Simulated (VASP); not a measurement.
# Tl (Fm-3m) in VASP: single point with PBE+D3(BJ)

Aim: the single point of Tl with PBE+D3(BJ).

All numbers are computed with VASP 6.6.1; they aren't measurements. Logs are shortened: lines on timing, memory, paths and dates and some standing lists are left out, and cuts for length are marked.

## 1. The cell of the first run

The structure is cubic, space group Fm-3m (No. 225). The conventional cell has a = 4.933 Å, b = 4.933 Å, c = 4.933 Å, α = 90.00°, β = 90.00°, γ = 90.00°. Tl (site symmetry m-3m) has 12 Tl at 3.49 Å within 4.6 Å.

This isn't the form of Tl at room conditions, which is hcp.

## 2. Single point, PBE+D3(BJ)

The input, INCAR:

```
SYSTEM = Tl
PREC = Accurate
ENCUT = 500
EDIFF = 1E-6
ISMEAR = 0
SIGMA = 0.1
LREAL = .False.
LASPH = .True.
NELM = 120
ALGO = Normal
ISIF = 2
LWAVE = .False.
LCHARG = .True.
GGA = PE
IVDW = 12
LELF = .True.
LVHAR = .True.
NBANDS = 12
GGA_COMPAT = .False.
```

The input, KPOINTS:

```
Automatic mesh
0
Gamma
  6 6 6
  0 0 0
```

The input, POSCAR:

```
Tl
1.0
    0.0000000000      2.4663412330      2.4663412330
    2.4663412330      0.0000000000      2.4663412330
    2.4663412330      2.4663412330      0.0000000000
Tl
1
Direct
    0.0000000000      0.0000000000      0.0000000000
```

Potentials or basis: VASP PAW PBE potentials, release 64 (Tl_d).

The run is started by

```
> cat potpaw_PBE.64/Tl_d/POTCAR > POTCAR
> mpirun -np 1 vasp_std > vasp.out
```

OUTCAR:

```text
SYSTEM = Tl
   PREC = Accurate
   ENCUT = 500
   EDIFF = 1E-6
   ISMEAR = 0
   LREAL = .False.
   LASPH = .True.
   NELM = 120
   ISIF = 2
   GGA = PE
   IVDW = 12
 IVDW          = 12

 ion  position               nearest neighbor table
   1  0.000  0.000  0.000-

  LATTYP: Found a face centered cubic cell.
 ALAT       =     4.9326824660

  Lattice vectors:

 A1 = (   0.0000000000,   2.4663412330,   2.4663412330)
 A2 = (   2.4663412330,   0.0000000000,   2.4663412330)
 A3 = (   2.4663412330,   2.4663412330,   0.0000000000)

Analysis of symmetry for initial positions (statically):
=====================================================================
 Subroutine PRICEL returns:
 Original cell was already a primitive cell.

 Routine SETGRP: Setting up the symmetry group for a
 face centered cubic supercell.

 Subroutine GETGRP returns: Found 48 space group operations
 (whereof 48 operations were pure point group operations)
 out of a pool of 48 trial point group operations.

The static configuration has the point symmetry O_h .

Analysis of symmetry for dynamics (positions and initial velocities):
=====================================================================
 Subroutine PRICEL returns:
 Original cell was already a primitive cell.

 Routine SETGRP: Setting up the symmetry group for a
 face centered cubic supercell.

 Subroutine GETGRP returns: Found 48 space group operations
 (whereof 48 operations were pure point group operations)
 out of a pool of 48 trial point group operations.

The dynamic configuration has the point symmetry O_h .

 Subroutine INISYM returns: Found 48 space group operations
 (whereof 48 operations are pure point group operations),
 and found     1 'primitive' translations

----------------------------------------------------------------------------------------

                                     Primitive cell

  volume of cell :      30.0047

  direct lattice vectors                    reciprocal lattice vectors
     0.000000000  2.466341233  2.466341233    -0.202729449  0.202729449  0.202729449
     2.466341233  0.000000000  2.466341233     0.202729449 -0.202729449  0.202729449
     2.466341233  2.466341233  0.000000000     0.202729449  0.202729449 -0.202729449

  length of vectors
     3.487933221  3.487933221  3.487933221     0.351137706  0.351137706  0.351137706

  position of ions in fractional coordinates (direct lattice)
     0.000000000  0.000000000  0.000000000

  ion indices of the primitive-cell ions
   primitive index   ion index
                 1           1

----------------------------------------------------------------------------------------

 KPOINTS: Automatic mesh

Automatic generation of k-mesh.
 Grid dimensions read from file:
 generate k-points for:    6    6    6

 Generating k-lattice:

  Cartesian coordinates                     Fractional coordinates (reciprocal lattice)
    -0.033788242  0.033788242  0.033788242     0.166666667  0.000000000  0.000000000
     0.033788242 -0.033788242  0.033788242     0.000000000  0.166666667  0.000000000
     0.033788242  0.033788242 -0.033788242     0.000000000  0.000000000  0.166666667

  Length of vectors
     0.058522951  0.058522951  0.058522951

  Shift w.r.t. Gamma in fractional coordinates (k-lattice)
     0.000000000  0.000000000  0.000000000

 Subroutine IBZKPT returns following result:
 ===========================================

 Found     16 irreducible k-points:

 Following reciprocal coordinates:
            Coordinates               Weight
  0.000000  0.000000  0.000000      1.000000
  0.166667  0.000000  0.000000      8.000000
  0.333333  0.000000  0.000000      8.000000
  0.500000  0.000000  0.000000      4.000000
  0.166667  0.166667  0.000000      6.000000
  0.333333  0.166667  0.000000     24.000000
[... 8 lines left out ...]
 -0.333333  0.333333  0.166667     24.000000
 -0.333333  0.500000  0.166667     12.000000
   k-points           NKPTS =     16   k-points in BZ     NKDIM =     16   number of bands    NBANDS=     12
   number of dos      NEDOS =    301   number of ions     NIONS =      1
   total plane-waves  NPLWV =  21952
   dimension x,y,z NGX =    28 NGY =   28 NGZ =   28
   dimension x,y,z NGXF=    56 NGYF=   56 NGZF=   56
   ions per type =               1
   NGX,Y,Z   is equivalent  to a cutoff of  13.35, 13.35, 13.35 a.u.
   NGXF,Y,Z  is equivalent  to a cutoff of  26.69, 26.69, 26.69 a.u.
 SYSTEM =  Tl
   PREC   = accura    normal or accurate (medium, high low for compatibility)
   ISTART =      0    job   : 0-new  1-cont  2-samecut
   ICHARG =      2    charge: 1-file 2-atom 10-const
   ISPIN  =      1    spin polarized calculation?
   LNONCOLLINEAR =      F non collinear calculations
   LSORBIT =      F    spin-orbit coupling
   LASPH  =      T    aspherical Exc in radial PAW
   ENCUT  =  500.0 eV  36.75 Ry    6.06 a.u.   6.36  6.36  6.36*2*pi/ulx,y,z
   NELM   =    120;   NELMIN=  2; NELMDL= -5     # of ELM steps
   EDIFF  = 0.1E-05   stopping-criterion for ELM
   LREAL  =      F    real-space projection
   EDIFFG = 0.1E-04   stopping-criterion for IOM
   NSW    =      0    number of steps for IOM
   IBRION =     -1    ionic relax: 0-MD 1-quasi-New 2-CG
   NFREE  =      0    steps in history (QN), initial steepest desc. (CG)
   ISIF   =      2    stress and relaxation
   ISYM   =      2    0-nonsym 1-usesym 2-fastsym
   POTIM  = 0.5000    time-step for ionic-motion
   TEBEG  =    0.0;   TEEND  =   0.0 temperature during run
   PSTRESS=    0.0 pullay stress
   NELECT =      13.0000    total number of electrons
   NUPDOWN=      -1.0000    fix difference up-down
   EMIN   =  10.00;   EMAX   =-10.00  energy-range for DOS
   EFERMI =   0.00;   METHOD = LEGACY
   ISMEAR =     0;   SIGMA  =   0.10  broadening in eV -4-tet -1-fermi 0-gaus
   EFERMI_NEDOS =   21; number of points for ismear=-14 and -15
   IALGO  =     38    algorithm
   IMIX   =      4    mixing-type and parameters
     AMIX     =   0.40;   BMIX     =  1.00
     AMIX_MAG =   1.60;   BMIX_MAG =  1.00
  volume/ion in A,a.u.               =      30.00       202.48
  Fermi-wavevector in a.u.,A,eV,Ry     =   1.238776  2.340947 20.879038  1.534566
  Thomas-Fermi vector in A             =   2.373287
   LORBIT       =      0    0 simple, 1 ext, 2 COOP (PROOUT), +10 PAW based schemes
   GGA     = PE    functional components
   LHFCALC =     F    Hartree Fock is set to
   AEXX    =    0.0000 exact exchange contribution
   IVDW    =    12    specifies the selected vdW correction
   LEPSILON=     F    determine dielectric tensor
   LRPA    =     F    only Hartree local field effects (RPA)
 non-spin polarized calculation
 Gauss-broadening in eV      SIGMA  =   0.10
  energy-cutoff  :      500.00
  volume of cell :       30.00
 maximum number of plane-waves:       778
 NGX is ok and might be reduce to    28
   NGX = 13   NGY = 13   NGZ = 13

 number of electron      12.9999999 magnetization

 Free energy of the ion-electron system (eV)
  ---------------------------------------------------
  ext. energy  EPLUGINS =         0.00000000
  ---------------------------------------------------
  free energy    TOTEN  =        -2.20164277 eV

  energy without entropy =       -2.19615413  energy(sigma->0) =       -2.19889845

 E-fermi :   5.9366     XC(G=0):  -9.9506

 val. band max:        5.8981811317   @ k =   0.5000   0.3333   0.0000
 cond. band min:       6.1279877823   @ k =  -0.3333   0.3333   0.0000
 fundamental gap:      0.2298066506
 Fermi energy:         5.9366187569

 k-point     1 :       0.0000    0.0000    0.0000
  band No.  band energies     occupation
      1      -5.4633      2.00000
      2      -5.4633      2.00000
      3      -5.4633      2.00000
      4      -5.2194      2.00000
      5      -5.2194      2.00000
      6      -3.6413      2.00000
      7      15.9585      0.00000
      8      15.9585      0.00000
      9      15.9585      0.00000
     10      16.9651      0.00000
     11      19.8437      0.00000
     12      20.7312      0.00000

 k-point     2 :       0.1667    0.0000    0.0000
  band No.  band energies     occupation
      1      -5.4887      2.00000
      2      -5.4145      2.00000
      3      -5.4145      2.00000
      4      -5.2143      2.00000
      5      -5.2143      2.00000
      6      -3.0607      2.00000
      7      11.6503      0.00000
      8      15.3938      0.00000
      9      15.3938      0.00000
     10      16.7812      0.00000
     11      20.0970      0.00000
     12      21.0646      0.00000

 k-point     3 :       0.3333    0.0000    0.0000
  band No.  band energies     occupation
      1      -5.5775      2.00000
      2      -5.4237      2.00000
      3      -5.4237      2.00000
      4      -5.0897      2.00000
      5      -5.0897      2.00000
      6      -1.2910      2.00000
      7       6.5535      0.00000
      8      14.4292      0.00000
      9      14.4292      0.00000
     10      16.5547      0.00000
     11      18.5599      0.00000
     12      19.7020      0.00000
[... 166 lines left out ...]
 k-point    15 :      -0.3333    0.3333    0.1667
  band No.  band energies     occupation
      1      -5.5083      2.00000
      2      -5.4559      2.00000
      3      -5.2873      2.00000
      4      -5.1929      2.00000
      5      -4.9997      2.00000
      6       1.7693      2.00000
      7       5.1529      2.00000
      8       8.1138      0.00000
      9      10.0360      0.00000
     10      17.3034      0.00000
     11      19.4385      0.00000
     12      22.1034      0.00000

 k-point    16 :      -0.3333    0.5000    0.1667
  band No.  band energies     occupation
      1      -5.5960      2.00000
      2      -5.5576      2.00000
      3      -5.1847      2.00000
      4      -5.1136      2.00000
      5      -4.9421      2.00000
      6       2.4257      2.00000
      7       5.3988      2.00000
      8       7.8959      0.00000
      9       8.5061      0.00000
     10      16.8969      0.00000
     11      17.6549      0.00000
     12      22.5788      0.00000

------------------------ aborting loop because EDIFF is reached ----------------------------------------

 Edisp (eV)   -0.32614

 E8    (eV) :    -0.1705

  FORCE on cell =-STRESS in cart. coord.  units (eV):
  Direction    XX          YY          ZZ          XY          YZ          ZX
  --------------------------------------------------------------------------------------
  -------------------------------------------------------------------------------------
  Total      -0.09181    -0.09181    -0.09181    -0.00000     0.00000     0.00000
  in kB      -4.90243    -4.90243    -4.90243    -0.00000     0.00000     0.00000
  external pressure =       -4.90 kB  Pullay stress =        0.00 kB

 VOLUME and BASIS-vectors are now :
 -----------------------------------------------------------------------------
  energy-cutoff  :      500.00
  volume of cell :       30.00
      direct lattice vectors                 reciprocal lattice vectors
     0.000000000  2.466341233  2.466341233    -0.202729449  0.202729449  0.202729449
     2.466341233  0.000000000  2.466341233     0.202729449 -0.202729449  0.202729449
     2.466341233  2.466341233  0.000000000     0.202729449  0.202729449 -0.202729449

 POSITION                                       TOTAL-FORCE (eV/Angst)
 -----------------------------------------------------------------------------------
      0.00000      0.00000      0.00000        -0.000000     -0.000000      0.000000
 -----------------------------------------------------------------------------------
    total drift:                               -0.000000     -0.000000     -0.000000

  FREE ENERGIE OF THE ION-ELECTRON SYSTEM (eV)
  ---------------------------------------------------
  free  energy   TOTEN  =        -2.5277800382 eV

  energy  without entropy=       -2.5222914005  energy(sigma->0) =       -2.52503572
```

It took 16 s on 1 thread of Intel Xeon 8259CL, shared host; peak memory 0.13 GiB.

Results:

```
Free energy                : -2.5278 eV
Pressure                   : -0.5 GPa
Band gap on the k mesh     : zero (an odd number of electrons rules out a gap without spin polarisation)
Dispersion energy per atom : -0.326 eV
```

Caveat: the k points lie up to 0.37 Å⁻¹ apart, too coarse for converged energies and pressures of a metal; spin-orbit coupling is left out, which moves the levels of the heavy elements.

The gap in the log of VASP goes by the Fermi energy; the results here count the filled bands.